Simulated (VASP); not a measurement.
# CuO in VASP: a series of runs

Aim: see how the results for CuO move with the level of theory and the settings. Levels: PBE, LDA. Tasks: single point.

Program: VASP 6.6.1. These are calculated values, not measurements. Logs are shortened: lines on timing, memory, paths and dates and some standing lists are left out, and cuts for length are marked.

### Step 1. The cell of the first run

The typed cell holds 2 atoms: a = 2.836 Å, b = 2.836 Å, c = 2.768 Å, α = 90.00°, β = 90.00°, γ = 120.00°.

### Step 2. Single point, PBE (atoms moved at random)

Input file INCAR:

```
PREC = Accurate
ENCUT = 520
EDIFF = 1E-6
ISMEAR = -1
SIGMA = 0.05
LREAL = F
LASPH = T
NELM = 100
ALGO = Normal
ISIF = 2
LWAVE = F
LCHARG = F
GGA = PE
NBANDS = 16
```

Input file KPOINTS:

```
regular mesh
0
Gamma
  11 11 10
```

Input file POSCAR:

```
CuO
1.0
    2.8363251100      0.0000000000      0.0000000000
   -1.4181625500      2.4563296000      0.0000000000
    0.0000000000      0.0000000000      2.7681127800
Cu O
1 1
Direct
    0.0118650000      0.0046010000     -0.0191100000
    0.6452750000      0.3278360000      0.5076110000
```

Potentials or basis: VASP PAW PBE potentials, release 64 (Cu, O).

Started as:

```console
cat potpaw_PBE.64/Cu/POTCAR potpaw_PBE.64/O/POTCAR > POTCAR
mpirun -np 1 vasp_std > vasp.out
```

OUTCAR:

```text
PREC = Accurate
   ENCUT = 520
   EDIFF = 1E-6
   ISMEAR = -1
   LREAL = F
   LASPH = T
   NELM = 100
   ISIF = 2
   GGA = PE

 ion  position               nearest neighbor table
   1  0.012  0.005  0.981-   2 2.03   2 2.12   2 2.13   2 2.14   2 2.21   2 2.24
   2  0.645  0.328  0.508-   1 2.03   1 2.12   1 2.13   1 2.14   1 2.21   1 2.24

  LATTYP: Found a hexagonal cell.
 ALAT       =     2.8363251100
 C/A-ratio  =     0.9759504544

  Lattice vectors:

 A1 = (   2.8363251100,   0.0000000000,   0.0000000000)
 A2 = (  -1.4181625500,   2.4563296000,   0.0000000000)
 A3 = (   0.0000000000,   0.0000000000,   2.7681127800)

Analysis of symmetry for initial positions (statically):
=====================================================================
 Subroutine PRICEL returns:
 Original cell was already a primitive cell.

 Routine SETGRP: Setting up the symmetry group for a
 hexagonal supercell.

 Subroutine GETGRP returns: Found  1 space group operations
 (whereof  1 operations were pure point group operations)
 out of a pool of 24 trial point group operations.

The static configuration has the point symmetry C_1 .

Analysis of symmetry for dynamics (positions and initial velocities):
=====================================================================
 Subroutine PRICEL returns:
 Original cell was already a primitive cell.

 Routine SETGRP: Setting up the symmetry group for a
 hexagonal supercell.

 Subroutine GETGRP returns: Found  1 space group operations
 (whereof  1 operations were pure point group operations)
 out of a pool of 24 trial point group operations.

The dynamic configuration has the point symmetry C_1 .

 Subroutine INISYM returns: Found  1 space group operations
 (whereof  1 operations are pure point group operations),
 and found     1 'primitive' translations

----------------------------------------------------------------------------------------

                                     Primitive cell

  volume of cell :      19.2853

  direct lattice vectors                    reciprocal lattice vectors
     2.836325110  0.000000000  0.000000000     0.352568892  0.203555744  0.000000000
    -1.418162550  2.456329600  0.000000000     0.000000000  0.407111489  0.000000000
     0.000000000  0.000000000  2.768112780     0.000000000  0.000000000  0.361256957

  length of vectors
     2.836325110  2.836325109  2.768112780     0.407111488  0.407111489  0.361256957

  position of ions in fractional coordinates (direct lattice)
     0.011865000  0.004601000  0.980890000
     0.645275000  0.327836000  0.507611000

  ion indices of the primitive-cell ions
   primitive index   ion index
                 1           1
                 2           2

----------------------------------------------------------------------------------------

 KPOINTS: regular mesh

Automatic generation of k-mesh.
 Grid dimensions read from file:
 generate k-points for:   11   11   10

 Generating k-lattice:

  Cartesian coordinates                     Fractional coordinates (reciprocal lattice)
     0.032051717  0.018505068  0.000000000     0.090909091  0.000000000  0.000000000
     0.000000000  0.037010135  0.000000000     0.000000000  0.090909091  0.000000000
     0.000000000  0.000000000  0.036125696     0.000000000  0.000000000  0.100000000

  Length of vectors
     0.037010135  0.037010135  0.036125696

  Shift w.r.t. Gamma in fractional coordinates (k-lattice)
     0.000000000  0.000000000  0.000000000

 Subroutine IBZKPT returns following result:
 ===========================================

 Found    606 irreducible k-points:

 Following reciprocal coordinates:
            Coordinates               Weight
  0.000000  0.000000  0.000000      1.000000
  0.090909  0.000000  0.000000      2.000000
  0.000000  0.090909  0.000000      2.000000
 -0.090909  0.090909  0.000000      2.000000
  0.181818 -0.000000  0.000000      2.000000
  0.000000  0.181818  0.000000      2.000000
[... 16 lines left out ...]
 -0.181818  0.272727  0.000000      2.000000
  0.090909  0.181818  0.000000      2.000000
 [... further k-points ...]
   k-points           NKPTS =    606   k-points in BZ     NKDIM =    606   number of bands    NBANDS=     16
   number of dos      NEDOS =    301   number of ions     NIONS =      2
   total plane-waves  NPLWV =  13824
   dimension x,y,z NGX =    24 NGY =   24 NGZ =   24
   dimension x,y,z NGXF=    48 NGYF=   48 NGZF=   48
   ions per type =               1   1
   NGX,Y,Z   is equivalent  to a cutoff of  14.07, 14.07, 14.41 a.u.
   NGXF,Y,Z  is equivalent  to a cutoff of  28.13, 28.13, 28.83 a.u.
 SYSTEM =  unknown system
   PREC   = accura    normal or accurate (medium, high low for compatibility)
   ISTART =      0    job   : 0-new  1-cont  2-samecut
   ICHARG =      2    charge: 1-file 2-atom 10-const
   ISPIN  =      1    spin polarized calculation?
   LNONCOLLINEAR =      F non collinear calculations
   LSORBIT =      F    spin-orbit coupling
   LASPH  =      T    aspherical Exc in radial PAW
   ENCUT  =  520.0 eV  38.22 Ry    6.18 a.u.   5.27  5.27  5.15*2*pi/ulx,y,z
   NELM   =    100;   NELMIN=  2; NELMDL= -5     # of ELM steps
   EDIFF  = 0.1E-05   stopping-criterion for ELM
   LREAL  =      F    real-space projection
   EDIFFG = 0.1E-04   stopping-criterion for IOM
   NSW    =      0    number of steps for IOM
   IBRION =     -1    ionic relax: 0-MD 1-quasi-New 2-CG
   NFREE  =      0    steps in history (QN), initial steepest desc. (CG)
   ISIF   =      2    stress and relaxation
   ISYM   =      2    0-nonsym 1-usesym 2-fastsym
   POTIM  = 0.5000    time-step for ionic-motion
   TEBEG  =    0.0;   TEEND  =   0.0 temperature during run
   PSTRESS=    0.0 pullay stress
   NELECT =      17.0000    total number of electrons
   NUPDOWN=      -1.0000    fix difference up-down
   EMIN   =  10.00;   EMAX   =-10.00  energy-range for DOS
   EFERMI =   0.00;   METHOD = LEGACY
   ISMEAR =    -1;   SIGMA  =   0.05  broadening in eV -4-tet -1-fermi 0-gaus
   EFERMI_NEDOS =   21; number of points for ismear=-14 and -15
   IALGO  =     38    algorithm
   IMIX   =      4    mixing-type and parameters
     AMIX     =   0.40;   BMIX     =  1.00
     AMIX_MAG =   1.60;   BMIX_MAG =  1.00
  volume/ion in A,a.u.               =       9.64        65.07
  Fermi-wavevector in a.u.,A,eV,Ry     =   1.569696  2.966296 33.524031  2.463947
  Thomas-Fermi vector in A             =   2.671540
   LORBIT       =      0    0 simple, 1 ext, 2 COOP (PROOUT), +10 PAW based schemes
   GGA     = PE    functional components
   LHFCALC =     F    Hartree Fock is set to
   AEXX    =    0.0000 exact exchange contribution
   IVDW    =     0    specifies the selected vdW correction
   LEPSILON=     F    determine dielectric tensor
   LRPA    =     F    only Hartree local field effects (RPA)
 non-spin polarized calculation
  energy-cutoff  :      520.00
  volume of cell :       19.29
 maximum number of plane-waves:       533
 NGX is ok and might be reduce to    24

 number of electron      17.0000004 magnetization

 Free energy of the ion-electron system (eV)
  ---------------------------------------------------
  ext. energy  EPLUGINS =         0.00000000
  ---------------------------------------------------
  free energy    TOTEN  =        -9.14232350 eV

  energy without entropy =       -9.12003817  energy(sigma->0) =       -9.13118083

 E-fermi :   5.7737     XC(G=0): -12.3435

 val. band max:        5.7730563065   @ k =  -0.1818  -0.1818   0.3000
 cond. band min:       5.7738832876   @ k =   0.0000  -0.3636   0.3000
 fundamental gap:      0.0008269811
 Fermi energy:         5.7736676752

 k-point     1 :       0.0000    0.0000    0.0000
  band No.  band energies     occupation
      1     -13.4756      2.00000
      2       2.1446      2.00000
      3       2.1584      2.00000
      4       2.4118      2.00000
      5       3.2628      2.00000
      6       3.9950      2.00000
[... 8 lines left out ...]
     15      26.8700      0.00000
     16      31.9684      0.00000

 k-point     2 :       0.0909    0.0000    0.0000
  band No.  band energies     occupation
      1     -13.3908      2.00000
      2       1.8228      2.00000
      3       2.1962      2.00000
      4       2.4599      2.00000
      5       3.0037      2.00000
      6       4.0559      2.00000
[... 8 lines left out ...]
     15      28.2997      0.00000
     16      31.7987      0.00000

 k-point     3 :       0.0000    0.0909    0.0000
  band No.  band energies     occupation
      1     -13.3922      2.00000
      2       1.8395      2.00000
      3       2.1907      2.00000
      4       2.4557      2.00000
      5       3.0520      2.00000
      6       3.9864      2.00000
[... 8 lines left out ...]
     15      28.1119      0.00000
     16      31.8444      0.00000

 k-point     4 :      -0.0909    0.0909    0.0000
  band No.  band energies     occupation
      1     -13.3927      2.00000
      2       1.8455      2.00000
      3       2.1956      2.00000
      4       2.4496      2.00000
      5       3.0695      2.00000
      6       3.9621      2.00000
[... 8 lines left out ...]
     15      28.0752      0.00000
     16      31.8871      0.00000
[... 324 lines left out ...]
 k-point    22 :      -0.2727    0.1818    0.0000
  band No.  band energies     occupation
      1     -12.9535      2.00000
      2       0.5648      2.00000
      3       2.2033      2.00000
      4       2.3823      2.00000
      5       2.8922      2.00000
      6       3.9414      2.00000
[... 8 lines left out ...]
     15      29.2680      0.00000
     16      31.5422      0.00000

 k-point    23 :      -0.1818    0.2727    0.0000
  band No.  band energies     occupation
      1     -12.9590      2.00000
      2       0.6063      2.00000
      3       2.2522      2.00000
      4       2.3599      2.00000
      5       2.9103      2.00000
      6       3.8820      2.00000
[... 8 lines left out ...]
     15      29.2467      0.00000
     16      31.4637      0.00000

 k-point    24 :       0.0909    0.1818    0.0000
  band No.  band energies     occupation
      1     -12.9497      2.00000
      2       0.5337      2.00000
      3       2.1732      2.00000
      4       2.3777      2.00000
      5       2.9004      2.00000
      6       3.9698      2.00000
[... 8 lines left out ...]
     15      29.3183      0.00000
     16      31.5437      0.00000

 [... further k-points ...]
[... 5 lines left out ...]
  --------------------------------------------------------------------------------------
  -------------------------------------------------------------------------------------
  Total        0.5149650      0.4649428     -0.7409863     -0.0352798     -0.0357733     -0.0964677
  in kB       42.7820787     38.6263474    -61.5593907     -2.9309604     -2.9719653     -8.0143064
  external PRESSURE =       6.6163451 kB  Pullay stress =       0.0000000 kB

 VOLUME and BASIS-vectors are now :
 -----------------------------------------------------------------------------
  energy-cutoff  :      520.00
  volume of cell :       19.29
      direct lattice vectors                 reciprocal lattice vectors
     2.836325110  0.000000000  0.000000000     0.352568892  0.203555744  0.000000000
    -1.418162550  2.456329600  0.000000000     0.000000000  0.407111489  0.000000000
     0.000000000  0.000000000  2.768112780     0.000000000  0.000000000  0.361256957

 POSITION                                       TOTAL-FORCE (eV/Angst)
 -----------------------------------------------------------------------------------
      0.02713      0.01130      2.71521         0.032474     -0.033521      0.294270
      1.36528      0.80527      1.40512        -0.032474      0.033521     -0.294270
 -----------------------------------------------------------------------------------
    total drift:                               -0.000111     -0.000055     -0.000298

  FREE ENERGIE OF THE ION-ELECTRON SYSTEM (eV)
  ---------------------------------------------------
  free  energy   TOTEN  =        -9.1423234960 eV

  energy  without entropy=       -9.1200381697  energy(sigma->0) =       -9.13118083
```

It took 3.4 min on 1 thread of AMD EPYC 7R43 (Zen 3), shared host; peak memory 0.25 GiB.

Results:

| Item | Value |
| --- | --- |
| Free energy | -9.1423 eV |
| Pressure | 0.7 GPa |
| Largest force | 0.298 eV/Å |

Forces on the atoms (eV/Å):
```
Cu   0.032 -0.034  0.294
O   -0.032  0.034 -0.294
```

Stress tensor (GPa, compression positive):
```
 4.28 -0.29 -0.80
-0.29  3.86 -0.30
-0.80 -0.30 -6.16
```

Caveat: the cell differs from its parent crystal (atoms moved at random); an odd number of electrons without spin polarisation forces a metal; a magnetic or distorted state may lie lower; semilocal functionals often make such compounds metallic where correlation or magnetic order opens a gap, which also shifts bond lengths.

### Step 3. Single point, PBE

Changes to INCAR since step 2:

```diff
@@ -7,3 +7,3 @@
 LASPH = T
-NELM = 100
+NELM = 80
 ALGO = Normal
```

Input file KPOINTS:

```
regular mesh
0
Gamma
  6 6 6
```

Input file POSCAR:

```
CuO
1.0
    2.8363251100      0.0000000000      0.0000000000
   -1.4181625500      2.4563296000      0.0000000000
    0.0000000000      0.0000000000      2.7681127800
Cu O
1 1
Direct
    0.0000000000      0.0000000000      0.0000000000
    0.6666666667      0.3333333333      0.5000000000
```

Potentials or basis: VASP PAW PBE potentials, release 64 (Cu, O).

Started as:

```console
cat potpaw_PBE.64/Cu/POTCAR potpaw_PBE.64/O/POTCAR > POTCAR
mpirun -np 1 vasp_std > vasp.out
```

It took 14 s on 1 thread of Intel Xeon Platinum 8259CL at 2.50GHz (Skylake/Cascade Lake), shared host; peak memory 0.13 GiB.

The run converged. Its results:

```
Free energy : -9.1431 eV
Pressure    : -0.2 GPa
```

Stress tensor (GPa, compression positive):
```
 3.18  0.00  0.00
 0.00  3.18  0.00
 0.00  0.00 -7.10
```

Levels at points of the mesh, in eV from the Fermi level:
```tsv
k point	band 6	band 7	band 8	band 9	band 10	band 11
(0.00, 0.00, 0.00)	-1.76	-1.76	-0.16	-0.16	1.09	15.17
(0.50, 0.00, 0.00)	-1.87	-1.31	-1.24	0.28	5.97	8.81
(0.00, 0.00, 0.50)	-2.23	-1.53	-0.20	-0.20	7.15	7.63
(0.50, 0.00, 0.50)	-1.44	-1.38	-1.19	0.53	5.11	11.46
```

Caveat: the k points lie up to 0.43 Å⁻¹ apart; an odd number of electrons without spin polarisation forces a metal; a magnetic or distorted state may lie lower; semilocal functionals often make such compounds metallic where correlation or magnetic order opens a gap, which also shifts bond lengths. With open d or f shells a metallic result of PBE can be an artefact of self-interaction; +U or a hybrid may open a gap.

### Step 4. Single point, LDA

This run uses another cell than the first one, of 8.86 Å³/atom, 0.918 times its volume.

Input file INCAR:

```
SYSTEM = CuO
PREC = Accurate
ENCUT = 520
EDIFF = 1E-6
ISMEAR = -1
SIGMA = 0.05
LREAL = .FALSE.
LASPH = .TRUE.
NELM = 80
ALGO = Normal
ISIF = 2
LWAVE = .FALSE.
LCHARG = .FALSE.
GGA = CA
NBANDS = 16
```

Input file KPOINTS:

```
regular mesh
0
G
  9 9 8
  0 0 0
```

Input file POSCAR:

```
CuO
1.0
    2.7939636253     -0.0000000028      0.0000000000
   -1.3969818102      2.4196434782      0.0000000000
    0.0000000000      0.0000000000      2.6198470887
Cu O
1 1
Direct
    0.0000000000      0.0000000000      0.0000000000
    0.6666666667      0.3333333333      0.5000000000
```

Potentials or basis: VASP PAW LDA potentials, release 64 (Cu, O).

Started as:

```console
cat potpaw_LDA.64/Cu/POTCAR potpaw_LDA.64/O/POTCAR > POTCAR
mpirun -np 1 vasp_std > vasp.out
```

Run time: 8.9 s. Hardware: 1 thread of Intel Xeon Platinum 8488C (Sapphire Rapids), shared host; peak memory 0.13 GiB.

It converged, with:

| Property | Result |
| --- | --- |
| Free energy | -11.0312 eV |
| Pressure | 0.6 GPa |

Levels at points of the mesh, in eV from the Fermi level:
```
           k point  band 5  band 6  band 7  band 8  band 9  band 10  band 11  band 12  band 13  band 14
(0.00, 0.00, 0.00)   -2.61   -1.94   -1.94   -0.12   -0.12     1.53    15.74    16.41    16.41    20.31
(0.00, 0.00, 0.50)   -2.46   -2.46   -1.45   -0.27   -0.27     7.79     7.83    21.55    21.55    22.62
```

Caveat: an odd number of electrons without spin polarisation forces a metal; a magnetic or distorted state may lie lower; semilocal functionals often make such compounds metallic where correlation or magnetic order opens a gap, which also shifts bond lengths. With open d or f shells a metallic result of LDA can be an artefact of self-interaction; +U or a hybrid may open a gap.

### Step 5. The runs side by side

```csv
level,potentials or basis,cell,k mesh,gap on the mesh (eV),pressure (GPa)
PBE,"VASP PAW PBE potentials, release 64 (Cu, O)","a = 2.836, b = 2.836, c = 2.768 Å, angles 90.0, 90.0, 120.0°, 2 atoms",11 × 11 × 10,none,0.7
PBE,"VASP PAW PBE potentials, release 64 (Cu, O)","a = 2.836, b = 2.836, c = 2.768 Å, angles 90.0, 90.0, 120.0°, 2 atoms",6 × 6 × 6,none,-0.2
LDA,"VASP PAW LDA potentials, release 64 (Cu, O)","a = 2.794, b = 2.794, c = 2.620 Å, angles 90.0, 90.0, 120.0°, 2 atoms",9 × 9 × 8,none,0.6
```

Some of these runs hold the atoms at other places in the same cell, which the table doesn't show; runs alike in all that it shows share one row.

Alike in all rows: task single point; no spin polarisation; cutoff (eV) 520; smearing fermi-dirac 0.05 eV.

Caveats: some runs use coarse meshes; an odd number of electrons without spin polarisation forces a metal; a magnetic or distorted state may lie lower; semilocal functionals often make such compounds metallic where correlation or magnetic order opens a gap, which also shifts bond lengths.

Total energies depend on the potentials used, so only differences within one code and one set of settings carry meaning.
